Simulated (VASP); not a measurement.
Set up this calculation in VASP 6.6.1, as the native input.

```yaml
Task: single point
Functional: r2SCAN
Potentials_or_basis: VASP PAW PBE potentials, release 64 (Ga_d, N)
Cutoff: 520 eV
k_mesh: 10 × 10 × 10
Occupations: gaussian, width 0.2 eV
Spin: no spin polarisation
Dipole_correction: no
Further_INCAR_settings: ALGO = Normal; EDIFF = 1e-06; NBANDS = 16
```

Crystal: GaN.

```
Ga N
1.0
     0.00000    2.25350    2.25350
     2.25350    0.00000    2.25350
     2.25350    2.25350    0.00000
Ga N
1 1
Direct
  0.02882 0.02882 0.02882
  0.75000 0.75000 0.75000
```

This cell differs from its parent crystal: all Ga atoms moved -0.225 Å, as atom 1 towards its neighbour atom 2 (N) at 1.952 Å.

The input as run:

POSCAR

```
GaN
1.0
    0.0000000000      2.2535006075      2.2535006075
    2.2535006075      0.0000000000      2.2535006075
    2.2535006075      2.2535006075      0.0000000000
Ga N
1 1
Direct
    0.0288226704      0.0288226704      0.0288226704
    0.7500000000      0.7500000000      0.7500000000
```

INCAR.step1

```
PREC = Accurate
ENCUT = 520
ISMEAR = 0
SIGMA = 0.2
LREAL = False
LASPH = True
NELM = 60
NBANDS = 16
GGA = PE
ALGO = Normal
EDIFF = 1E-4
LWAVE = True
LCHARG = False
```

INCAR.step2

```
PREC = Accurate
ENCUT = 520
EDIFF = 1E-6
ISMEAR = 0
SIGMA = 0.2
LREAL = False
LASPH = True
NELM = 60
ALGO = Normal
ISIF = 2
LWAVE = False
LCHARG = False
METAGGA = R2SCAN
LMIXTAU = True
NBANDS = 16
ISTART = 1
```

KPOINTS

```
Automatic mesh
0
Gamma
  10 10 10
```

Potentials or basis: VASP PAW PBE potentials, release 64 (Ga_d, N).

Command:

```console
$ cat potpaw_PBE.64/Ga_d/POTCAR potpaw_PBE.64/N/POTCAR > POTCAR
$ cp INCAR.step1 INCAR
$ mpirun -np 1 vasp_std > vasp.out
$ cp INCAR.step2 INCAR
$ mpirun -np 1 vasp_std > vasp.out
```

Results of the run:

```json
{
  "Pressure": "3.4 GPa",
  "Largest force": "1.580 eV/Å",
  "Band gap on the k mesh": "1.82 eV, direct"
}
```

Caveat: the cell differs from its parent crystal (all Ga atoms moved -0.225 Å, as atom 1 towards its neighbour atom 2 (N) at 1.952 Å); the PAW data sets were made with another functional, which shifts forces and pressure a little.

Wall time 65 s on 1 thread of Intel Xeon 6975P-C (shared host), peak memory 0.18 GiB.
